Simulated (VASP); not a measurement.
Input of a VASP 6.6.1 run:

The input INCAR:

```
ALGO = Normal
EDIFF = 1E-6
ENCUT = 520
GGA = PE
ISIF = 2
ISMEAR = -1
LASPH = True
LCHARG = False
LREAL = False
LWAVE = False
NBANDS = 10
NELM = 100
PREC = Accurate
SIGMA = 0.03
```

File KPOINTS:

```
k-points
0
Gamma
  14 14 14
```

The input POSCAR:

```
Re
1.0
    0.0000000000      1.9617445670      1.9617445670
    1.9617445670      0.0000000000      1.9617445670
    1.9617445670      1.9617445670      0.0000000000
Re
1
Direct
    0.0000000000      0.0000000000      0.0000000000
```

Potentials or basis: VASP PAW PBE potentials, release 64 (Re).

The run is started by

```sh
$ cat potpaw_PBE.64/Re/POTCAR > POTCAR
$ mpirun -np 1 vasp_std > vasp.out
```

Q: Predict the pressure.

A: -3.0 GPa.
